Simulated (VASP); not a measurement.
# AlW (R-3m) in VASP: a series of runs

AlW is run at these levels: PBE; tasks: single point, relaxation of cell and atoms.

All numbers are computed with VASP 6.6.1; they aren't measurements. Logs are shortened: lines on timing, memory, paths and dates and some standing lists are left out, and cuts for length are marked.

**1. The cell of the first run**

The structure is trigonal, space group R-3m (No. 166). The conventional cell has a = 2.844 Å, b = 2.844 Å, c = 13.511 Å, α = 90.00°, β = 90.00°, γ = 120.00°. Al (site symmetry -3m) has 6 W at 2.79 Å and 6 Al at 2.84 Å within 3.7 Å. Within 3.7 Å of W (site symmetry -3m) lie 6 Al at 2.79 Å and 6 W at 2.84 Å.

**2. Single point, PBE**

Contents of INCAR:

```
  ALGO = Normal
  EDIFF = 1E-6
  ENCUT = 520
  GGA = PE
  ISIF = 2
  ISMEAR = 0
  LASPH = T
  LCHARG = F
  LREAL = F
  LWAVE = F
  NBANDS = 16
  NELM = 100
  PREC = Accurate
  SIGMA = 0.1
```

Contents of KPOINTS:

```
k-points
0
Gamma
  6 6 6
```

Contents of POSCAR:

```
AlW
1.0
    1.4222024695      0.8211089768      4.5037242209
   -1.4222024695      0.8211089768      4.5037242209
    0.0000000000     -1.6422179589      4.5037242199
Al W
1 1
Direct
    0.0000000000      0.0000000000      0.0000000000
    0.5000000000      0.5000000000      0.5000000000
```

Potentials or basis: VASP PAW PBE potentials, release 64 (Al, W_sv).

The run is started by

```bash
$ cat potpaw_PBE.64/Al/POTCAR potpaw_PBE.64/W_sv/POTCAR > POTCAR
$ mpirun -np 1 vasp_std > vasp.out
```

OUTCAR:

```text
EDIFF = 1E-6
   ENCUT = 520
   GGA = PE
   ISIF = 2
   ISMEAR = 0
   LASPH = T
   LREAL = F
   NELM = 100
   PREC = Accurate

 ion  position               nearest neighbor table
   1  0.000  0.000  0.000-   2 2.79   2 2.79   2 2.79   2 2.79   2 2.79   2 2.79
   2  0.500  0.500  0.500-   1 2.79   1 2.79   1 2.79   1 2.79   1 2.79   1 2.79

  LATTYP: Found a trigonal (rhomboedric) cell.
 ALAT       =     4.7937888641
 COS(alpha) =     0.8239666118

  Lattice vectors:

 A1 = (   1.4222024695,   0.8211089768,   4.5037242209)
 A2 = (  -1.4222024695,   0.8211089768,   4.5037242209)
 A3 = (   0.0000000000,  -1.6422179589,   4.5037242199)

Analysis of symmetry for initial positions (statically):
=====================================================================
 Subroutine PRICEL returns:
 Original cell was already a primitive cell.

 Routine SETGRP: Setting up the symmetry group for a
 trigonal (rhombohedral) supercell.

 Subroutine GETGRP returns: Found 12 space group operations
 (whereof 12 operations were pure point group operations)
 out of a pool of 12 trial point group operations.

The static configuration has the point symmetry D_3d.

Analysis of symmetry for dynamics (positions and initial velocities):
=====================================================================
 Subroutine PRICEL returns:
 Original cell was already a primitive cell.

 Routine SETGRP: Setting up the symmetry group for a
 trigonal (rhombohedral) supercell.

 Subroutine GETGRP returns: Found 12 space group operations
 (whereof 12 operations were pure point group operations)
 out of a pool of 12 trial point group operations.

The dynamic configuration has the point symmetry D_3d.

 Subroutine INISYM returns: Found 12 space group operations
 (whereof 12 operations are pure point group operations),
 and found     1 'primitive' translations

----------------------------------------------------------------------------------------

                                     Primitive cell

  volume of cell :      31.5562

  direct lattice vectors                    reciprocal lattice vectors
     1.422202469  0.821108977  4.503724221     0.351567383  0.202977523  0.074012821
    -1.422202469  0.821108977  4.503724221    -0.351567383  0.202977523  0.074012821
     0.000000000 -1.642217959  4.503724220     0.000000000 -0.405955046  0.074012821

  length of vectors
     4.793788864  4.793788864  4.793788864     0.412646819  0.412646819  0.412646819

  position of ions in fractional coordinates (direct lattice)
     0.000000000  0.000000000  0.000000000
     0.500000000  0.500000000  0.500000000

  ion indices of the primitive-cell ions
   primitive index   ion index
                 1           1
                 2           2

----------------------------------------------------------------------------------------

 KPOINTS: k-points

Automatic generation of k-mesh.
 Grid dimensions read from file:
 generate k-points for:    6    6    6

 Generating k-lattice:

  Cartesian coordinates                     Fractional coordinates (reciprocal lattice)
     0.058594564  0.033829587  0.012335470     0.166666667  0.000000000  0.000000000
    -0.058594564  0.033829587  0.012335470     0.000000000  0.166666667  0.000000000
     0.000000000 -0.067659174  0.012335470     0.000000000  0.000000000  0.166666667

  Length of vectors
     0.068774470  0.068774470  0.068774470

  Shift w.r.t. Gamma in fractional coordinates (k-lattice)
     0.000000000  0.000000000  0.000000000

 Subroutine IBZKPT returns following result:
 ===========================================

 Found     32 irreducible k-points:

 Following reciprocal coordinates:
            Coordinates               Weight
  0.000000  0.000000  0.000000      1.000000
  0.166667  0.000000 -0.000000      6.000000
  0.333333  0.000000 -0.000000      6.000000
  0.500000  0.000000 -0.000000      3.000000
  0.166667  0.166667 -0.000000      6.000000
  0.333333  0.166667 -0.000000     12.000000
[... 16 lines left out ...]
  0.500000  0.500000  0.166667      6.000000
 -0.333333  0.500000  0.166667     12.000000
 [... further k-points ...]
   k-points           NKPTS =     32   k-points in BZ     NKDIM =     32   number of bands    NBANDS=     16
   number of dos      NEDOS =    301   number of ions     NIONS =      2
   total plane-waves  NPLWV =  46656
   dimension x,y,z NGX =    36 NGY =   36 NGZ =   36
   dimension x,y,z NGXF=    72 NGYF=   72 NGZF=   72
   ions per type =               1   1
   NGX,Y,Z   is equivalent  to a cutoff of  12.48, 12.48, 12.48 a.u.
   NGXF,Y,Z  is equivalent  to a cutoff of  24.97, 24.97, 24.97 a.u.
 SYSTEM =  unknown system
   PREC   = accura    normal or accurate (medium, high low for compatibility)
   ISTART =      0    job   : 0-new  1-cont  2-samecut
   ICHARG =      2    charge: 1-file 2-atom 10-const
   ISPIN  =      1    spin polarized calculation?
   LNONCOLLINEAR =      F non collinear calculations
   LSORBIT =      F    spin-orbit coupling
   LASPH  =      T    aspherical Exc in radial PAW
   ENCUT  =  520.0 eV  38.22 Ry    6.18 a.u.   8.91  8.91  8.91*2*pi/ulx,y,z
   NELM   =    100;   NELMIN=  2; NELMDL= -5     # of ELM steps
   EDIFF  = 0.1E-05   stopping-criterion for ELM
   LREAL  =      F    real-space projection
   EDIFFG = 0.1E-04   stopping-criterion for IOM
   NSW    =      0    number of steps for IOM
   IBRION =     -1    ionic relax: 0-MD 1-quasi-New 2-CG
   NFREE  =      0    steps in history (QN), initial steepest desc. (CG)
   ISIF   =      2    stress and relaxation
   ISYM   =      2    0-nonsym 1-usesym 2-fastsym
   POTIM  = 0.5000    time-step for ionic-motion
   TEBEG  =    0.0;   TEEND  =   0.0 temperature during run
   PSTRESS=    0.0 pullay stress
   NELECT =      17.0000    total number of electrons
   NUPDOWN=      -1.0000    fix difference up-down
   EMIN   =  10.00;   EMAX   =-10.00  energy-range for DOS
   EFERMI =   0.00;   METHOD = LEGACY
   ISMEAR =     0;   SIGMA  =   0.10  broadening in eV -4-tet -1-fermi 0-gaus
   EFERMI_NEDOS =   21; number of points for ismear=-14 and -15
   IALGO  =     38    algorithm
   IMIX   =      4    mixing-type and parameters
     AMIX     =   0.40;   BMIX     =  1.00
     AMIX_MAG =   1.60;   BMIX_MAG =  1.00
  volume/ion in A,a.u.               =      15.78       106.48
  Fermi-wavevector in a.u.,A,eV,Ry     =   1.332077  2.517261 24.142580  1.774430
  Thomas-Fermi vector in A             =   2.461040
   LORBIT       =      0    0 simple, 1 ext, 2 COOP (PROOUT), +10 PAW based schemes
   GGA     = PE    functional components
   LHFCALC =     F    Hartree Fock is set to
   AEXX    =    0.0000 exact exchange contribution
   IVDW    =     0    specifies the selected vdW correction
   LEPSILON=     F    determine dielectric tensor
   LRPA    =     F    only Hartree local field effects (RPA)
 non-spin polarized calculation
 Gauss-broadening in eV      SIGMA  =   0.10
  energy-cutoff  :      520.00
  volume of cell :       31.56
 maximum number of plane-waves:       860
   NGX = 17   NGY = 17   NGZ = 17

 number of electron      16.9999999 magnetization

 Free energy of the ion-electron system (eV)
  ---------------------------------------------------
  ext. energy  EPLUGINS =         0.00000000
  ---------------------------------------------------
  free energy    TOTEN  =       -16.51814755 eV

  energy without entropy =      -16.51425905  energy(sigma->0) =      -16.51620330

 E-fermi :   9.6257     XC(G=0): -12.0307

 val. band max:        9.5432500243   @ k =  -0.1667   0.3333   0.1667
 cond. band min:       9.6989412621   @ k =  -0.3333   0.5000   0.3333
 fundamental gap:      0.1556912378
 Fermi energy:         9.6256921169

 k-point     1 :       0.0000    0.0000    0.0000
  band No.  band energies     occupation
      1     -64.1432      2.00000
      2     -28.4963      2.00000
      3     -27.8493      2.00000
      4     -27.8493      2.00000
      5      -0.8212      2.00000
      6       4.6992      2.00000
[... 8 lines left out ...]
     15      22.4918      0.00000
     16      23.7061      0.00000

 k-point     2 :       0.1667    0.0000   -0.0000
  band No.  band energies     occupation
      1     -64.1251      2.00000
      2     -28.4626      2.00000
      3     -28.0819      2.00000
      4     -27.9031      2.00000
      5      -0.0180      2.00000
      6       5.5289      2.00000
[... 8 lines left out ...]
     15      20.9767      0.00000
     16      24.0055      0.00000

 k-point     3 :       0.3333    0.0000   -0.0000
  band No.  band energies     occupation
      1     -64.0887      2.00000
      2     -28.5272      2.00000
      3     -28.3945      2.00000
      4     -28.0091      2.00000
      5       2.0977      2.00000
      6       5.5951      2.00000
[... 8 lines left out ...]
     15      20.0245      0.00000
     16      20.9551      0.00000

 k-point     4 :       0.5000    0.0000   -0.0000
  band No.  band energies     occupation
      1     -64.0705      2.00000
      2     -28.7409      2.00000
      3     -28.3601      2.00000
      4     -28.0614      2.00000
      5       4.0985      2.00000
      6       5.2145      2.00000
[... 8 lines left out ...]
     15      19.2980      0.00000
     16      19.8775      0.00000

 k-point     5 :       0.1667    0.1667   -0.0000
  band No.  band energies     occupation
      1     -64.1251      2.00000
      2     -28.4630      2.00000
      3     -28.0818      2.00000
      4     -27.9031      2.00000
      5       0.0620      2.00000
      6       5.3395      2.00000
[... 8 lines left out ...]
     15      21.0885      0.00000
     16      23.4610      0.00000

 k-point     6 :       0.3333    0.1667   -0.0000
  band No.  band energies     occupation
      1     -64.0978      2.00000
      2     -28.4121      2.00000
      3     -28.3753      2.00000
      4     -28.0282      2.00000
      5       1.5836      2.00000
      6       5.9180      2.00000
[... 8 lines left out ...]
     15      21.1088      0.00000
     16      23.0144      0.00000

 k-point     7 :       0.5000    0.1667   -0.0000
  band No.  band energies     occupation
      1     -64.0705      2.00000
      2     -28.6302      2.00000
      3     -28.3604      2.00000
      4     -28.1817      2.00000
      5       3.9743      2.00000
      6       5.8373      2.00000
[... 8 lines left out ...]
     15      18.8340      0.00000
     16      20.3621      0.00000

 k-point     8 :      -0.3333    0.1667    0.0000
  band No.  band energies     occupation
      1     -64.0705      2.00000
      2     -28.6302      2.00000
      3     -28.3600      2.00000
      4     -28.1817      2.00000
      5       3.8757      2.00000
      6       5.8527      2.00000
[... 8 lines left out ...]
     15      18.8546      0.00000
     16      19.5520      0.00000

 k-point     9 :      -0.1667    0.1667    0.0000
  band No.  band energies     occupation
      1     -64.0978      2.00000
      2     -28.4113      2.00000
      3     -28.3754      2.00000
      4     -28.0282      2.00000
      5       1.3882      2.00000
      6       6.4059      2.00000
[... 8 lines left out ...]
     15      21.8354      0.00000
     16      22.1930      0.00000
[... 172 lines left out ...]
 k-point    19 :       0.3333    0.3333    0.1667
  band No.  band energies     occupation
      1     -64.1251      2.00000
      2     -28.4653      2.00000
      3     -28.0818      2.00000
      4     -27.9032      2.00000
      5       0.6066      2.00000
      6       4.2146      2.00000
[... 8 lines left out ...]
     15      21.0585      0.00000
     16      23.1859      0.00000

 k-point    20 :       0.5000    0.3333    0.1667
  band No.  band energies     occupation
      1     -64.0978      2.00000
      2     -28.4138      2.00000
      3     -28.3751      2.00000
      4     -28.0282      2.00000
      5       2.0849      2.00000
      6       5.1049      2.00000
[... 8 lines left out ...]
     15      20.8260      0.00000
     16      24.0259      0.00000

 k-point    21 :      -0.3333    0.3333    0.1667
  band No.  band energies     occupation
      1     -64.0705      2.00000
      2     -28.6299      2.00000
      3     -28.3610      2.00000
      4     -28.1818      2.00000
      5       4.1237      2.00000
      6       5.6885      2.00000
[... 8 lines left out ...]
     15      20.1668      0.00000
     16      21.3952      0.00000

 k-point    22 :      -0.1667    0.3333    0.1667
  band No.  band energies     occupation
      1     -64.0705      2.00000
      2     -28.6300      2.00000
      3     -28.3602      2.00000
      4     -28.1817      2.00000
      5       3.8815      2.00000
      6       5.8542      2.00000
[... 8 lines left out ...]
     15      18.3741      0.00000
     16      20.8335      0.00000

 k-point    23 :       0.5000    0.5000    0.1667
  band No.  band energies     occupation
      1     -64.0887      2.00000
      2     -28.5267      2.00000
      3     -28.3965      2.00000
      4     -28.0092      2.00000
      5       2.6930      2.00000
      6       5.0507      2.00000
[... 8 lines left out ...]
     15      20.3877      0.00000
     16      22.1870      0.00000

 k-point    24 :      -0.3333    0.5000    0.1667
  band No.  band energies     occupation
      1     -64.0705      2.00000
      2     -28.6297      2.00000
      3     -28.3611      2.00000
      4     -28.1818      2.00000
      5       4.0505      2.00000
      6       5.9941      2.00000
[... 8 lines left out ...]
     15      21.3520      0.00000
     16      22.3592      0.00000

 [... further k-points ...]
[... 5 lines left out ...]
  --------------------------------------------------------------------------------------
  -------------------------------------------------------------------------------------
  Total       -0.0059223     -0.0059223     -0.0177116     -0.0000000      0.0000000      0.0000000
  in kB       -0.3006885     -0.3006885     -0.8992570     -0.0000000      0.0000000      0.0000000
  external PRESSURE =      -0.5002113 kB  Pullay stress =       0.0000000 kB

 VOLUME and BASIS-vectors are now :
 -----------------------------------------------------------------------------
  energy-cutoff  :      520.00
  volume of cell :       31.56
      direct lattice vectors                 reciprocal lattice vectors
     1.422202469  0.821108977  4.503724221     0.351567383  0.202977523  0.074012821
    -1.422202469  0.821108977  4.503724221    -0.351567383  0.202977523  0.074012821
     0.000000000 -1.642217959  4.503724220     0.000000000 -0.405955046  0.074012821

 POSITION                                       TOTAL-FORCE (eV/Angst)
 -----------------------------------------------------------------------------------
      0.00000      0.00000      0.00000         0.000000      0.000000     -0.000000
      0.00000     -0.00000      6.75559        -0.000000     -0.000000      0.000000
 -----------------------------------------------------------------------------------
    total drift:                                0.000000     -0.000000      0.000000

  FREE ENERGIE OF THE ION-ELECTRON SYSTEM (eV)
  ---------------------------------------------------
  free  energy   TOTEN  =       -16.5181475515 eV

  energy  without entropy=      -16.5142590531  energy(sigma->0) =      -16.51620330
```

It took 56 s on 1 thread of AMD EPYC 7R43 (Zen 3), shared host; peak memory 0.18 GiB.

Results:

```
Free energy : -16.5181 eV
Pressure    : -0.1 GPa
```

Caveat: the k points lie up to 0.43 Å⁻¹ apart; spin-orbit coupling is left out, which moves the levels of the heavy elements.

[end of part 1 of 2]
